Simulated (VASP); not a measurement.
# In27SbAs26 (a cell with a defect) in VASP: single point with PBE

Aim: the single point of In27SbAs26 (a cell with a defect) with PBE.

All numbers are computed with VASP 6.6.1; they aren't measurements. Logs are shortened: lines on timing, memory, paths and dates and some standing lists are left out, and cuts for length are marked.

### 1 The cell of the first run

The cell holds a defect, 54 atoms: a = 12.804 Å, b = 12.804 Å, c = 12.804 Å, α = 60.00°, β = 60.00°, γ = 60.00°.

### 2 Single point, PBE

INCAR reads:

```
PREC = Accurate ; ENCUT = 520
EDIFF = 1E-6 ; ISMEAR = -1
SIGMA = 0.01 ; LREAL = Auto
LASPH = True ; NELM = 100
ALGO = Normal ; ISIF = 2
LWAVE = False ; LCHARG = False
GGA = PE ; NBANDS = 276
LUSENCCL = False
```

KPOINTS reads:

```
regular mesh
0
Gamma
  2 2 2
```

POSCAR reads:

```
In27SbAs26
1.0
    0.0000000000      9.0540000000      9.0540000000
    9.0540000000      0.0000000000      9.0540000000
    9.0540000000      9.0540000000      0.0000000000
In Sb As
27 1 26
Direct
   -0.0040372549     -0.0040372549     -0.0040372549
   -0.0040372549     -0.0040372549      0.3454450982
   -0.0000769930     -0.0000769930      0.6667436597
   -0.0040372549      0.3454450982     -0.0040372549
   -0.0005266420      0.3336151308      0.3336151308
   -0.0005266420      0.3336151308      0.6666297137
   -0.0000769930      0.6667436597     -0.0000769930
   -0.0005266420      0.6666297137      0.3336151308
   -0.0000769930      0.6667436597      0.6667436597
    0.3454450982     -0.0040372549     -0.0040372549
    0.3336151308     -0.0005266420      0.3336151308
    0.3336151308     -0.0005266420      0.6666297137
    0.3336151308      0.3336151308     -0.0005266420
    0.3333333333      0.3333333333      0.3333333333
    0.3336151308      0.3336151308      0.6666297137
    0.3336151308      0.6666297137     -0.0005266420
    0.3336151308      0.6666297137      0.3336151308
    0.3329317736      0.6668005199      0.6668005199
    0.6667436597     -0.0000769930     -0.0000769930
    0.6666297137     -0.0005266420      0.3336151308
    0.6667436597     -0.0000769930      0.6667436597
    0.6666297137      0.3336151308     -0.0005266420
    0.6666297137      0.3336151308      0.3336151308
    0.6668005199      0.3329317736      0.6668005199
    0.6667436597      0.6667436597     -0.0000769930
    0.6668005199      0.6668005199      0.3329317736
    0.6668005199      0.6668005199      0.6668005199
    0.0833333333      0.0833333333      0.0833333333
    0.0838038853      0.0838038853      0.4181236427
    0.0838038853      0.0838038853      0.7476019201
    0.0838038853      0.4181236427      0.0838038853
    0.0833605191      0.4166576048      0.4166576048
    0.0838038853      0.4181236427      0.7476019201
    0.0838038853      0.7476019201      0.0838038853
    0.0838038853      0.7476019201      0.4181236427
    0.0830504699      0.7500942878      0.7500942878
    0.4181236427      0.0838038853      0.0838038853
    0.4166576048      0.0833605191      0.4166576048
    0.4181236427      0.0838038853      0.7476019201
    0.4166576048      0.4166576048      0.0833605191
    0.4166576048      0.4166576048      0.4166576048
    0.4168730870      0.4168730870      0.7497935796
    0.4181236427      0.7476019201      0.0838038853
    0.4168730870      0.7497935796      0.4168730870
    0.4168730870      0.7497935796      0.7497935796
    0.7476019201      0.0838038853      0.0838038853
    0.7476019201      0.0838038853      0.4181236427
    0.7500942878      0.0830504699      0.7500942878
    0.7476019201      0.4181236427      0.0838038853
    0.7497935796      0.4168730870      0.4168730870
    0.7497935796      0.4168730870      0.7497935796
    0.7500942878      0.7500942878      0.0830504699
    0.7497935796      0.7497935796      0.4168730870
    0.7500942878      0.7500942878      0.7500942878
```

Potentials or basis: VASP PAW PBE potentials, release 64 (In_d, Sb, As).

The run is started by

```bash
> cat potpaw_PBE.64/In_d/POTCAR potpaw_PBE.64/Sb/POTCAR potpaw_PBE.64/As/POTCAR > POTCAR
> mpirun -np 1 vasp_std > vasp.out
```

OUTCAR:

```text
PREC = Accurate
   ENCUT = 520
   EDIFF = 1E-6
   ISMEAR = -1
   LREAL = Auto
   LASPH = True
   NELM = 100
   ISIF = 2
   GGA = PE

 ion  position               nearest neighbor table
   1  0.996  0.996  0.996-  30 2.60  34 2.60  46 2.60  28 2.74
   2  0.996  0.996  0.345-  29 2.60  35 2.60  47 2.60  28 2.74
   3  1.000  1.000  0.667-  29 2.60  30 2.60  36 2.61  48 2.61
   4  0.996  0.345  0.996-  31 2.60  33 2.60  49 2.60  28 2.74
   5  0.999  0.334  0.334-  50 2.61  31 2.61  29 2.61  32 2.61
   6  0.999  0.334  0.667-  51 2.61  30 2.61  33 2.61  32 2.61
[... 46 lines left out ...]
  53  0.750  0.750  0.417-   8 2.61  20 2.61  26 2.61  27 2.61
  54  0.750  0.750  0.750-   9 2.61  21 2.61  25 2.61  27 2.61

  LATTYP: Found a face centered cubic cell.
 ALAT       =    18.1080000000

  Lattice vectors:

 A1 = (   0.0000000000,   9.0540000000,   9.0540000000)
 A2 = (   9.0540000000,   0.0000000000,   9.0540000000)
 A3 = (   9.0540000000,   9.0540000000,   0.0000000000)

Analysis of symmetry for initial positions (statically):
=====================================================================
 Subroutine PRICEL returns:
 Original cell was already a primitive cell.

 Routine SETGRP: Setting up the symmetry group for a
 face centered cubic supercell.

 Subroutine GETGRP returns: Found 24 space group operations
 (whereof  6 operations were pure point group operations)
 out of a pool of 48 trial point group operations.

The static configuration has the point symmetry C_3v.
 The point group associated with its full space group is T_d .

Analysis of symmetry for dynamics (positions and initial velocities):
=====================================================================
 Subroutine PRICEL returns:
 Original cell was already a primitive cell.

 Routine SETGRP: Setting up the symmetry group for a
 face centered cubic supercell.

 Subroutine GETGRP returns: Found 24 space group operations
 (whereof  6 operations were pure point group operations)
 out of a pool of 48 trial point group operations.

The dynamic configuration has the point symmetry C_3v.
 The point group associated with its full space group is T_d .

 Subroutine INISYM returns: Found 24 space group operations
 (whereof  6 operations are pure point group operations),
 and found     1 'primitive' translations

----------------------------------------------------------------------------------------

                                     Primitive cell

  volume of cell :    1484.4018

  direct lattice vectors                    reciprocal lattice vectors
     0.000000000  9.054000000  9.054000000    -0.055224210  0.055224210  0.055224210
     9.054000000  0.000000000  9.054000000     0.055224210 -0.055224210  0.055224210
     9.054000000  9.054000000  0.000000000     0.055224210  0.055224210 -0.055224210

  length of vectors
    12.804289594 12.804289594 12.804289594     0.095651138  0.095651138  0.095651138

  position of ions in fractional coordinates (direct lattice)
     0.995962745  0.995962745  0.995962745
     0.995962745  0.995962745  0.345445098
     0.999923007  0.999923007  0.666743660
     0.995962745  0.345445098  0.995962745
     0.999473358  0.333615131  0.333615131
     0.999473358  0.333615131  0.666629714
[... 46 lines left out ...]
     0.749793580  0.749793580  0.416873087
     0.750094288  0.750094288  0.750094288

  ion indices of the primitive-cell ions
   primitive index   ion index
                 1           1
                 2           2
                 3           3
                 4           4
                 5           5
                 6           6
[... 46 lines left out ...]
                53          53
                54          54

----------------------------------------------------------------------------------------

 KPOINTS: regular mesh

Automatic generation of k-mesh.
 Grid dimensions read from file:
 generate k-points for:    2    2    2

 Generating k-lattice:

  Cartesian coordinates                     Fractional coordinates (reciprocal lattice)
    -0.027612105  0.027612105  0.027612105     0.500000000  0.000000000  0.000000000
     0.027612105 -0.027612105  0.027612105     0.000000000  0.500000000  0.000000000
     0.027612105  0.027612105 -0.027612105     0.000000000  0.000000000  0.500000000

  Length of vectors
     0.047825569  0.047825569  0.047825569

  Shift w.r.t. Gamma in fractional coordinates (k-lattice)
     0.000000000  0.000000000  0.000000000

 Subroutine IBZKPT returns following result:
 ===========================================

 Found      3 irreducible k-points:

 Following reciprocal coordinates:
            Coordinates               Weight
  0.000000  0.000000  0.000000      1.000000
  0.500000  0.000000  0.000000      4.000000
  0.500000  0.500000  0.000000      3.000000
   k-points           NKPTS =      3   k-points in BZ     NKDIM =      3   number of bands    NBANDS=    276
   number of dos      NEDOS =    301   number of ions     NIONS =     54
   total plane-waves  NPLWV = 884736
   dimension x,y,z NGX =    96 NGY =   96 NGZ =   96
   dimension x,y,z NGXF=   192 NGYF=  192 NGZF=  192
   ions per type =              27   1  26
   NGX,Y,Z   is equivalent  to a cutoff of  12.46, 12.46, 12.46 a.u.
   NGXF,Y,Z  is equivalent  to a cutoff of  24.93, 24.93, 24.93 a.u.
 SYSTEM =  unknown system
   PREC   = accura    normal or accurate (medium, high low for compatibility)
   ISTART =      0    job   : 0-new  1-cont  2-samecut
   ICHARG =      2    charge: 1-file 2-atom 10-const
   ISPIN  =      1    spin polarized calculation?
   LNONCOLLINEAR =      F non collinear calculations
   LSORBIT =      F    spin-orbit coupling
   LASPH  =      T    aspherical Exc in radial PAW
   ENCUT  =  520.0 eV  38.22 Ry    6.18 a.u.  23.81 23.81 23.81*2*pi/ulx,y,z
   NELM   =    100;   NELMIN=  2; NELMDL= -5     # of ELM steps
   EDIFF  = 0.1E-05   stopping-criterion for ELM
   LREAL  =      T    real-space projection
   EDIFFG = 0.1E-04   stopping-criterion for IOM
   NSW    =      0    number of steps for IOM
   IBRION =     -1    ionic relax: 0-MD 1-quasi-New 2-CG
   NFREE  =      0    steps in history (QN), initial steepest desc. (CG)
   ISIF   =      2    stress and relaxation
   ISYM   =      2    0-nonsym 1-usesym 2-fastsym
   POTIM  = 0.5000    time-step for ionic-motion
   TEBEG  =    0.0;   TEEND  =   0.0 temperature during run
   PSTRESS=    0.0 pullay stress
   NELECT =     486.0000    total number of electrons
   NUPDOWN=      -1.0000    fix difference up-down
   EMIN   =  10.00;   EMAX   =-10.00  energy-range for DOS
   EFERMI =   0.00;   METHOD = LEGACY
   ISMEAR =    -1;   SIGMA  =   0.01  broadening in eV -4-tet -1-fermi 0-gaus
   EFERMI_NEDOS =   21; number of points for ismear=-14 and -15
   IALGO  =     38    algorithm
   IMIX   =      4    mixing-type and parameters
     AMIX     =   0.40;   BMIX     =  1.00
     AMIX_MAG =   1.60;   BMIX_MAG =  1.00
  volume/ion in A,a.u.               =      27.49       185.50
  Fermi-wavevector in a.u.,A,eV,Ry     =   1.128331  2.132236 17.321990  1.273130
  Thomas-Fermi vector in A             =   2.265020
   LORBIT       =      0    0 simple, 1 ext, 2 COOP (PROOUT), +10 PAW based schemes
   GGA     = PE    functional components
   LHFCALC =     F    Hartree Fock is set to
   AEXX    =    0.0000 exact exchange contribution
   IVDW    =     0    specifies the selected vdW correction
   LEPSILON=     F    determine dielectric tensor
   LRPA    =     F    only Hartree local field effects (RPA)
 non-spin polarized calculation
  energy-cutoff  :      520.00
  volume of cell :     1484.40
 maximum number of plane-waves:     40026
 NGX is ok and might be reduce to    96
   NGX = 47   NGY = 47   NGZ = 47

 number of electron     485.9999819 magnetization

 Free energy of the ion-electron system (eV)
  ---------------------------------------------------
  ext. energy  EPLUGINS =         0.00000000
  ---------------------------------------------------
  free energy    TOTEN  =      -205.19623882 eV

  energy without entropy =     -205.19146496  energy(sigma->0) =     -205.19385189

 E-fermi :   4.7052     XC(G=0):  -9.1342

 val. band max:        4.6982234577   @ k =   0.0000   0.0000   0.0000
 cond. band min:       5.6309858740   @ k =   0.5000   0.0000   0.0000
 fundamental gap:      0.9327624163
 Fermi energy:         4.7051547986

 k-point     1 :       0.0000    0.0000    0.0000
  band No.  band energies     occupation
      1      -9.9207      2.00000
      2      -9.9207      2.00000
      3      -9.9187      2.00000
      4      -9.9187      2.00000
      5      -9.9187      2.00000
      6      -9.9153      2.00000
[... 247 lines left out ...]
    254       6.4724      0.00000
    255       6.4724      0.00000

 k-point     2 :       0.5000    0.0000    0.0000
  band No.  band energies     occupation
      1      -9.9318      2.00000
      2      -9.9318      2.00000
      3      -9.9295      2.00000
      4      -9.9235      2.00000
      5      -9.9232      2.00000
      6      -9.9232      2.00000
[... 247 lines left out ...]
    254       6.9350      0.00000
    255       6.9606      0.00000

 k-point     3 :       0.5000    0.5000    0.0000
  band No.  band energies     occupation
      1      -9.9452      2.00000
      2      -9.9300      2.00000
      3      -9.9294      2.00000
      4      -9.9285      2.00000
      5      -9.9285      2.00000
      6      -9.9072      2.00000
[... 247 lines left out ...]
    254       6.8881      0.00000
    255       6.8881      0.00000
 [bands above 255 left out]

------------------------ aborting loop because EDIFF is reached ----------------------------------------

  FORCE on cell =-STRESS in cart. coord.  units (eV):
  Direction    XX          YY          ZZ          XY          YZ          ZX
  --------------------------------------------------------------------------------------
  -------------------------------------------------------------------------------------
  Total       46.0789352     46.0789352     46.0789352     -0.0000000      0.0000000      0.0000000
  in kB       49.7349345     49.7349345     49.7349345     -0.0000000      0.0000000      0.0000000
  external PRESSURE =      49.7349345 kB  Pullay stress =       0.0000000 kB

 VOLUME and BASIS-vectors are now :
 -----------------------------------------------------------------------------
  energy-cutoff  :      520.00
  volume of cell :     1484.40
      direct lattice vectors                 reciprocal lattice vectors
     0.000000000  9.054000000  9.054000000    -0.055224210  0.055224210  0.055224210
     9.054000000  0.000000000  9.054000000     0.055224210 -0.055224210  0.055224210
     9.054000000  9.054000000  0.000000000     0.055224210  0.055224210 -0.055224210

 POSITION                                       TOTAL-FORCE (eV/Angst)
 -----------------------------------------------------------------------------------
     18.03489     18.03489     18.03489         0.011901      0.011901      0.011901
     12.14511     12.14511     18.03489        -0.011901     -0.011901      0.011901
     15.09000     15.09000     18.10661        -0.000000     -0.000000      0.013470
     12.14511     18.03489     12.14511        -0.011901      0.011901     -0.011901
      6.04110     12.06978     12.06978         0.006059     -0.002826     -0.002826
      9.05622     15.08490     12.06978         0.002826     -0.006059     -0.002826
[... 46 lines left out ...]
     10.56300     10.56300     13.57726        -0.000000     -0.000000      0.005757
     13.58271     13.58271     13.58271        -0.004043     -0.004043     -0.004043
 -----------------------------------------------------------------------------------
    total drift:                               -0.000015     -0.000015     -0.000017

  FREE ENERGIE OF THE ION-ELECTRON SYSTEM (eV)
  ---------------------------------------------------
  free  energy   TOTEN  =      -205.1962388155 eV

  energy  without entropy=     -205.1914649581  energy(sigma->0) =     -205.19385189
```

It took 2.2 min on 1 × NVIDIA H100 80GB with 1 thread of AMD EPYC 7R13 (Zen 3), shared host; peak memory 2.5 GiB.

What came out:

| Property | Result |
| --- | --- |
| Free energy | -205.1962 eV |
| Pressure | 5.0 GPa |
| Largest force | 0.021 eV/Å |
| Band gap on the k mesh | zero (filled and empty bands touch) |

Forces in eV/Å, atoms in the order of the input:
```
In   0.012  0.012  0.012
In  -0.012 -0.012  0.012
In   0.000  0.000  0.013
In  -0.012  0.012 -0.012
In   0.006 -0.003 -0.003
In   0.003 -0.006 -0.003
In   0.000  0.013  0.000
In   0.003 -0.003 -0.006
In  -0.013  0.000  0.000
In   0.012 -0.012 -0.012
In  -0.003  0.006 -0.003
In  -0.006  0.003 -0.003
In  -0.003 -0.003  0.006
In   0.000  0.000  0.000
In   0.003  0.003  0.006
In  -0.006 -0.003  0.003
In   0.003  0.006  0.003
In  -0.007  0.007  0.007
In   0.013  0.000  0.000
In  -0.003  0.003 -0.006
In   0.000 -0.013  0.000
In  -0.003 -0.006  0.003
In   0.006  0.003  0.003
In   0.007 -0.007  0.007
In   0.000  0.000 -0.013
In   0.007  0.007 -0.007
In  -0.007 -0.007 -0.007
Sb   0.000  0.000  0.000
As   0.002  0.002  0.005
As  -0.002 -0.002  0.005
As   0.002  0.005  0.002
As   0.000  0.000  0.000
As  -0.005 -0.002  0.002
As  -0.002  0.005 -0.002
As  -0.005  0.002 -0.002
As  -0.004  0.004  0.004
As   0.005  0.002  0.002
As   0.000  0.000  0.000
As  -0.002 -0.005  0.002
As   0.000  0.000  0.000
As   0.000  0.000  0.000
As   0.000  0.000 -0.006
As  -0.002  0.002 -0.005
As   0.000 -0.006  0.000
As   0.006  0.000  0.000
As   0.005 -0.002 -0.002
As   0.002 -0.005 -0.002
As   0.004 -0.004  0.004
As   0.002 -0.002 -0.005
As  -0.006  0.000  0.000
As   0.000  0.006  0.000
As   0.004  0.004 -0.004
As   0.000  0.000  0.006
As  -0.004 -0.004 -0.004
```

Levels at points of the mesh, in eV from the Fermi level:
```csv
k point,band 239,band 240,band 241,band 242,band 243,band 244,band 245,band 246,band 247,band 248
"(0.00, 0.00, 0.00)",-0.67,-0.67,-0.18,-0.01,-0.01,-0.01,1.04,1.04,1.04,1.05
"(0.50, 0.00, 0.00)",-0.95,-0.38,-0.38,-0.28,-0.28,0.93,1.20,1.28,1.92,1.92
"(0.50, 0.50, 0.00)",-0.84,-0.55,-0.49,-0.42,-0.42,1.48,2.00,2.14,2.15,2.15
```

Caveat: spin-orbit coupling is left out, which moves the levels of the heavy elements.

The gap in the log of VASP goes by the Fermi energy; the results here count the filled bands.